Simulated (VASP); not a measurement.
# GaAs (F-43m) in VASP: further runs

The runs below take GaAs through vibrations by perturbation theory, with LDA.

Program: VASP 6.6.1. These are calculated values, not measurements. Logs are shortened: lines on timing, memory, paths and dates and some standing lists are left out, and cuts for length are marked.

### Step 1. The cell of the first run

It takes space group F-43m (No. 216, cubic). Conventional cell: a = 5.603 Å, b = 5.603 Å, c = 5.603 Å, α = 90.00°, β = 90.00°, γ = 90.00°. Within 3.2 Å of Ga (site symmetry -43m) lie 4 As at 2.43 Å. As (site symmetry -43m) has 4 Ga at 2.43 Å within 3.2 Å.

### Step 2. Vibrations by perturbation theory, LDA

INCAR

```
SYSTEM = GaAs
PREC = Accurate
ENCUT = 520
EDIFF = 1E-8
ISMEAR = 0
SIGMA = 0.01
LREAL = .FALSE.
LASPH = .TRUE.
NELM = 60
ALGO = Normal
ISIF = 2
LWAVE = .FALSE.
LCHARG = .FALSE.
GGA = CA
NBANDS = 16
IBRION = 8
NSW = 1
LEPSILON = .TRUE.
```

KPOINTS

```
regular mesh
0
G
  12 12 12
  0 0 0
```

POSCAR

```
GaAs
1.0
    0.0000000000      2.8015378572      2.8015378572
    2.8015378572      0.0000000000      2.8015378572
    2.8015378572      2.8015378572      0.0000000000
Ga As
1 1
Direct
    0.0000000000      0.0000000000      0.0000000000
    0.7500000000      0.7500000000      0.7500000000
```

Potentials or basis: VASP PAW LDA potentials, release 64 (Ga_d, As).

Run with:

```sh
> cat potpaw_LDA.64/Ga_d/POTCAR potpaw_LDA.64/As/POTCAR > POTCAR
> mpirun -np 1 vasp_std > vasp.out
```

OUTCAR:

```text
SYSTEM = GaAs
   PREC = Accurate
   ENCUT = 520
   EDIFF = 1E-8
   ISMEAR = 0
   LREAL = .FALSE.
   LASPH = .TRUE.
   NELM = 60
   ISIF = 2
   GGA = CA
   IBRION = 8
   NSW = 1
   LEPSILON = .TRUE.

 ion  position               nearest neighbor table
   1  0.000  0.000  0.000-   2 2.43   2 2.43   2 2.43   2 2.43
   2  0.750  0.750  0.750-   1 2.43   1 2.43   1 2.43   1 2.43

  LATTYP: Found a face centered cubic cell.
 ALAT       =     5.6030757144

  Lattice vectors:

 A1 = (   0.0000000000,   2.8015378572,   2.8015378572)
 A2 = (   2.8015378572,   0.0000000000,   2.8015378572)
 A3 = (   2.8015378572,   2.8015378572,   0.0000000000)

Analysis of symmetry for initial positions (statically):
=====================================================================
 Subroutine PRICEL returns:
 Original cell was already a primitive cell.

 Routine SETGRP: Setting up the symmetry group for a
 face centered cubic supercell.

 Subroutine GETGRP returns: Found 24 space group operations
 (whereof 24 operations were pure point group operations)
 out of a pool of 48 trial point group operations.

The static configuration has the point symmetry T_d .

Analysis of symmetry for dynamics (positions and initial velocities):
=====================================================================
 Subroutine PRICEL returns:
 Original cell was already a primitive cell.

 Routine SETGRP: Setting up the symmetry group for a
 face centered cubic supercell.

 Subroutine GETGRP returns: Found 24 space group operations
 (whereof 24 operations were pure point group operations)
 out of a pool of 48 trial point group operations.

The dynamic configuration has the point symmetry T_d .

 Subroutine INISYM returns: Found 24 space group operations
 (whereof 24 operations are pure point group operations),
 and found     1 'primitive' translations

----------------------------------------------------------------------------------------

                                     Primitive cell

  volume of cell :      43.9764

  direct lattice vectors                    reciprocal lattice vectors
     0.000000000  2.801537857  2.801537857    -0.178473405  0.178473405  0.178473405
     2.801537857  0.000000000  2.801537857     0.178473405 -0.178473405  0.178473405
     2.801537857  2.801537857  0.000000000     0.178473405  0.178473405 -0.178473405

  length of vectors
     3.961972833  3.961972833  3.961972833     0.309125005  0.309125005  0.309125005

  position of ions in fractional coordinates (direct lattice)
     0.000000000  0.000000000  0.000000000
     0.750000000  0.750000000  0.750000000

  ion indices of the primitive-cell ions
   primitive index   ion index
                 1           1
                 2           2

----------------------------------------------------------------------------------------

 KPOINTS: regular mesh

Automatic generation of k-mesh.
 Grid dimensions read from file:
 generate k-points for:   12   12   12

 Generating k-lattice:

  Cartesian coordinates                     Fractional coordinates (reciprocal lattice)
[... 606 lines left out ...]
  ---------------------------------------------------
  ---------------------------------------------------
  free energy    TOTEN  =        -2.11286381 eV

  energy without entropy =       -2.11286381

------------------------ aborting loop because EDIFF is reached ----------------------------------------

--------------------------------------- Ionic step        2  -------------------------------------------

------------------------ aborting loop because EDIFF is reached ----------------------------------------

--------------------------------------- Ionic step        3  -------------------------------------------

------------------------ aborting loop because EDIFF is reached ----------------------------------------

 PIEZOELECTRIC TENSOR FIELD DIRECTION 3  (e Angst)
 -----------------------------------------------------------------------------
    -0.00037  2.26434  0.00000           (  0.00000  0.01679  0.00000)
     2.26434 -0.00037  0.00000           (  0.01679  0.00000  0.00000)
     0.00000  0.00000 -0.00148           (  0.00000  0.00000  0.00000)

 PIEZOELECTRIC TENSOR FIELD DIRECTION 3  (C/m^2)
 -----------------------------------------------------------------------------
    -0.00014  0.82496  0.00000
     0.82496 -0.00014  0.00000
     0.00000  0.00000 -0.00054

--------------------------------------- Ionic step        4  -------------------------------------------

------------------------ aborting loop because EDIFF is reached ----------------------------------------

[... ionic steps 5 to 6 ...]

--------------------------------------- Ionic step        7  -------------------------------------------

 Free energy of the ion-electron system (eV)
  ---------------------------------------------------
  ---------------------------------------------------
  free energy    TOTEN  =        -0.04452866 eV

  energy without entropy =       -0.04452866

------------------------ aborting loop because EDIFF is reached ----------------------------------------

 INTERNAL STRAIN TENSOR  FOR ION    2  DIRECTION 1   (eV/Angst):
 -----------------------------------------------------------------------------
    -0.00547  0.00000  0.00000
     0.00000  0.00410  7.45865
     0.00000  7.45865  0.00410

 MACROSCOPIC STATIC DIELECTRIC TENSOR (including local field effects in DFT)
 ------------------------------------------------------
          17.625955    -0.000000    -0.000000
          -0.000000    17.625955     0.000000
           0.000000     0.000000    17.625955
 ------------------------------------------------------

 PIEZOELECTRIC TENSOR (including local field effects)  for field in x, y, z        (e  Angst)
          XX          YY          ZZ          XY          YZ          ZX
  --------------------------------------------------------------------------------
  x     0.00000    -0.00000    -0.00000     0.00000     2.27003     0.00000
  y     0.00000    -0.00000     0.00000     0.00000     0.00000     2.27003
  z    -0.00000    -0.00000     0.00000     2.27003     0.00000     0.00000

 PIEZOELECTRIC TENSOR (including local field effects)  for field in x, y, z        (C/m^2)
          XX          YY          ZZ          XY          YZ          ZX
  --------------------------------------------------------------------------------
  x     0.00000    -0.00000    -0.00000     0.00000     0.82703     0.00000
  y     0.00000    -0.00000     0.00000     0.00000     0.00000     0.82703
  z    -0.00000    -0.00000     0.00000     0.82703     0.00000     0.00000

 BORN EFFECTIVE CHARGES (including local field effects) (in |e|, cummulative output)
 ---------------------------------------------------------------------------------
 ion    1
    1     2.07851    -0.00000    -0.00000
    2     0.00000     2.07851    -0.00000
    3    -0.00000     0.00000     2.07851
 ion    2
    1    -2.07851     0.00000     0.00000
    2    -0.00000    -2.07851     0.00000
    3     0.00000    -0.00000    -2.07851

 INTERNAL STRAIN TENSOR FOR ION    2 for displacements in x,y,z  (eV/Angst):
          X           Y           Z          XY          YZ          ZX
  --------------------------------------------------------------------------------
  x    -0.00000     0.00000     0.00000     0.00000     7.45865     0.00000
  y     0.00000     0.00000     0.00000     0.00000     0.00000     7.45865
  z     0.00000     0.00000    -0.00000     7.45865     0.00000     0.00000

 SECOND DERIVATIVES (NOT SYMMETRIZED)
 ------------------------------------
               1X          1Y          1Z          2X          2Y          2Z
  1X    -9.775326    0.000000    0.000000    9.775326    0.000000    0.000000
  1Y     0.000000   -9.775326    0.000000    0.000000    9.775326    0.000000
  1Z     0.000000    0.000000   -9.775326    0.000000    0.000000    9.775326
  2X     9.719416    0.000000    0.000000   -9.719416    0.000000    0.000000
  2Y     0.000000    9.719416    0.000000    0.000000   -9.719416    0.000000
  2Z     0.000000    0.000000    9.719416    0.000000    0.000000   -9.719416

 Eigenvectors and eigenvalues of the dynamical matrix
 ----------------------------------------------------

   1 f  =    8.122249 THz    51.033596 2PiTHz  270.929064 cm-1    33.590908 meV
             X         Y         Z           dx          dy          dz
      0.000000  0.000000  0.000000     0.000000    0.720697    0.000000
      4.202307  4.202307  4.202307     0.000000   -0.693251    0.000000
[... 21 lines left out ...]
   6 f/i=    0.011638 THz     0.073125 2PiTHz    0.388211 cm-1     0.048132 meV
             X         Y         Z           dx          dy          dz
      0.000000  0.000000  0.000000     0.000000    0.000000   -0.693251
      4.202307  4.202307  4.202307     0.000000    0.000000   -0.720697

--------------------------------------------------------------------------------------------------------

 MACROSCOPIC STATIC DIELECTRIC TENSOR IONIC CONTRIBUTION
 ------------------------------------------------------
           1.823730     0.000000    -0.000000
           0.000000     1.823730    -0.000000
          -0.000000    -0.000000     1.823730
 ------------------------------------------------------

 ELASTIC MODULI CONTR FROM IONIC RELAXATION (kBar)
 Direction    XX          YY          ZZ          XY          YZ          ZX
 --------------------------------------------------------------------------------
 XX          -0.0000     -0.0000      0.0000     -0.0000      0.0000     -0.0000
 YY          -0.0000     -0.0000     -0.0000     -0.0000     -0.0000     -0.0000
 ZZ           0.0000     -0.0000     -0.0000      0.0000     -0.0000     -0.0000
 XY          -0.0000     -0.0000      0.0000   -206.1331      0.0000      0.0000
 YZ           0.0000     -0.0000     -0.0000      0.0000   -206.1331      0.0000
 ZX          -0.0000     -0.0000     -0.0000      0.0000      0.0000   -206.1331
 --------------------------------------------------------------------------------

 PIEZOELECTRIC TENSOR IONIC CONTR  for field in x, y, z        (C/m^2)
          XX          YY          ZZ          XY          YZ          ZX
  --------------------------------------------------------------------------------
  x     0.00000    -0.00000    -0.00000     0.00000    -0.57693     0.00000
  y    -0.00000    -0.00000    -0.00000     0.00000    -0.00000    -0.57693
  z    -0.00000    -0.00000     0.00000    -0.57693     0.00000    -0.00000
```

It took 46 min on 1 thread of Intel Xeon 8259CL, shared host; peak memory 0.56 GiB.

What came out:

* Electronic dielectric tensor (diagonal): 17.63
* Born charges (mean of the diagonal): Ga +2.08; As -2.08 e
* Highest phonon frequency at Γ, LO-TO splitting left out: 271 cm⁻¹

Phonon frequencies in cm⁻¹ (negative: imaginary):
```csv
q point,frequencies
"(0.000, 0.000, 0.000)",0 0 0 271 271 271
```

Electronic dielectric tensor:
```
17.63  0.00  0.00
 0.00 17.63  0.00
 0.00  0.00 17.63
```

Born effective charge tensors (e):
atom 1, Ga
```
2.08 0.00 0.00
0.00 2.08 0.00
0.00 0.00 2.08
```
atom 2, As
```
-2.08  0.00  0.00
 0.00 -2.08  0.00
 0.00  0.00 -2.08
```

### Step 3. Vibrations by perturbation theory, LDA

INCAR is that of step 2.

KPOINTS is that of step 2.

POSCAR

```
GaAs
1.0
    0.0000000000      2.8015378569      2.8015378569
    2.8015378569      0.0000000000      2.8015378569
    2.8015378569      2.8015378569      0.0000000000
Ga As
1 1
Direct
    0.0000000000      0.0000000000      0.0000000000
    0.7500000000      0.7500000000      0.7500000000
```

Potentials or basis: VASP PAW LDA potentials, release 64 (Ga_d, As).

Run with:

```sh
> cat potpaw_LDA.64/Ga_d/POTCAR potpaw_LDA.64/As/POTCAR > POTCAR
> mpirun -np 1 vasp_std > vasp.out
```

OUTCAR:

```text
SYSTEM = GaAs
   PREC = Accurate
   ENCUT = 520
   EDIFF = 1E-8
   ISMEAR = 0
   LREAL = .FALSE.
   LASPH = .TRUE.
   NELM = 60
   ISIF = 2
   GGA = CA
   IBRION = 8
   NSW = 1
   LEPSILON = .TRUE.

 ion  position               nearest neighbor table
   1  0.000  0.000  0.000-   2 2.43   2 2.43   2 2.43   2 2.43
   2  0.750  0.750  0.750-   1 2.43   1 2.43   1 2.43   1 2.43

  LATTYP: Found a face centered cubic cell.
 ALAT       =     5.6030757138

  Lattice vectors:

 A1 = (   0.0000000000,   2.8015378569,   2.8015378569)
 A2 = (   2.8015378569,   0.0000000000,   2.8015378569)
 A3 = (   2.8015378569,   2.8015378569,   0.0000000000)

Analysis of symmetry for initial positions (statically):
=====================================================================
 Subroutine PRICEL returns:
 Original cell was already a primitive cell.

 Routine SETGRP: Setting up the symmetry group for a
 face centered cubic supercell.

 Subroutine GETGRP returns: Found 24 space group operations
 (whereof 24 operations were pure point group operations)
 out of a pool of 48 trial point group operations.

The static configuration has the point symmetry T_d .

Analysis of symmetry for dynamics (positions and initial velocities):
=====================================================================
 Subroutine PRICEL returns:
 Original cell was already a primitive cell.

 Routine SETGRP: Setting up the symmetry group for a
 face centered cubic supercell.
[... 715 lines left out ...]

 PIEZOELECTRIC TENSOR (including local field effects)  for field in x, y, z        (C/m^2)
          XX          YY          ZZ          XY          YZ          ZX
  --------------------------------------------------------------------------------
  x     0.00000     0.00000    -0.00000     0.00000     0.82703     0.00000
  y     0.00000     0.00000    -0.00000     0.00000     0.00000     0.82703
  z    -0.00000     0.00000     0.00000     0.82703     0.00000     0.00000

 BORN EFFECTIVE CHARGES (including local field effects) (in |e|, cummulative output)
 ---------------------------------------------------------------------------------
 ion    1
    1     2.07851     0.00000     0.00000
    2    -0.00000     2.07851     0.00000
    3     0.00000    -0.00000     2.07851
 ion    2
    1    -2.07851    -0.00000    -0.00000
    2     0.00000    -2.07851     0.00000
    3     0.00000     0.00000    -2.07851

 INTERNAL STRAIN TENSOR FOR ION    2 for displacements in x,y,z  (eV/Angst):
          X           Y           Z          XY          YZ          ZX
  --------------------------------------------------------------------------------
  x    -0.00000     0.00000     0.00000     0.00000     7.45860     0.00000
  y     0.00000     0.00000     0.00000     0.00000     0.00000     7.45860
  z     0.00000     0.00000    -0.00000     7.45860     0.00000     0.00000

 SECOND DERIVATIVES (NOT SYMMETRIZED)
 ------------------------------------
               1X          1Y          1Z          2X          2Y          2Z
  1X    -9.775335    0.000000    0.000000    9.775335    0.000000    0.000000
  1Y     0.000000   -9.775335    0.000000    0.000000    9.775335    0.000000
  1Z     0.000000    0.000000   -9.775335    0.000000    0.000000    9.775335
  2X     9.719409    0.000000    0.000000   -9.719409    0.000000    0.000000
  2Y     0.000000    9.719409    0.000000    0.000000   -9.719409    0.000000
  2Z     0.000000    0.000000    9.719409    0.000000    0.000000   -9.719409

 Eigenvectors and eigenvalues of the dynamical matrix
 ----------------------------------------------------

   1 f  =    8.122250 THz    51.033599 2PiTHz  270.929084 cm-1    33.590910 meV
             X         Y         Z           dx          dy          dz
      0.000000  0.000000  0.000000     0.720697   -0.000000    0.000000
      4.202307  4.202307  4.202307    -0.693250    0.000000    0.000000
[... 21 lines left out ...]
   6 f/i=    0.011642 THz     0.073146 2PiTHz    0.388321 cm-1     0.048146 meV
             X         Y         Z           dx          dy          dz
      0.000000  0.000000  0.000000    -0.193138    0.606107    0.275550
      4.202307  4.202307  4.202307    -0.200785    0.630104    0.286459

--------------------------------------------------------------------------------------------------------

 MACROSCOPIC STATIC DIELECTRIC TENSOR IONIC CONTRIBUTION
 ------------------------------------------------------
           1.823730    -0.000000     0.000000
          -0.000000     1.823730    -0.000000
           0.000000    -0.000000     1.823730
 ------------------------------------------------------

 ELASTIC MODULI CONTR FROM IONIC RELAXATION (kBar)
 Direction    XX          YY          ZZ          XY          YZ          ZX
 --------------------------------------------------------------------------------
 XX          -0.0000      0.0000      0.0000     -0.0000      0.0000     -0.0000
 YY           0.0000     -0.0000     -0.0000     -0.0000     -0.0000     -0.0000
 ZZ           0.0000     -0.0000     -0.0000      0.0000     -0.0000     -0.0000
 XY          -0.0000     -0.0000      0.0000   -206.1308      0.0000      0.0000
 YZ           0.0000     -0.0000     -0.0000      0.0000   -206.1308      0.0000
 ZX          -0.0000     -0.0000     -0.0000      0.0000      0.0000   -206.1308
 --------------------------------------------------------------------------------

 PIEZOELECTRIC TENSOR IONIC CONTR  for field in x, y, z        (C/m^2)
          XX          YY          ZZ          XY          YZ          ZX
  --------------------------------------------------------------------------------
  x     0.00000    -0.00000    -0.00000    -0.00000    -0.57693    -0.00000
  y    -0.00000    -0.00000    -0.00000     0.00000     0.00000    -0.57693
  z    -0.00000    -0.00000     0.00000    -0.57693     0.00000     0.00000
```

Wall time 42 min (1 thread of Intel Xeon 8259CL, shared host); peak memory 0.56 GiB.

What came out:

- Electronic dielectric tensor (diagonal): 17.63
- Born charges (mean of the diagonal): Ga +2.08; As -2.08 e
- Highest phonon frequency at Γ, LO-TO splitting left out: 271 cm⁻¹

Phonon frequencies in cm⁻¹ (negative: imaginary):
```csv
q point,frequencies
"(0.000, 0.000, 0.000)",0 0 0 271 271 271
```

Electronic dielectric tensor:
```
17.63  0.00  0.00
 0.00 17.63  0.00
 0.00  0.00 17.63
```

Born effective charge tensors (e):
atom 1, Ga
```
2.08 0.00 0.00
0.00 2.08 0.00
0.00 0.00 2.08
```
atom 2, As
```
-2.08  0.00  0.00
 0.00 -2.08  0.00
 0.00  0.00 -2.08
```
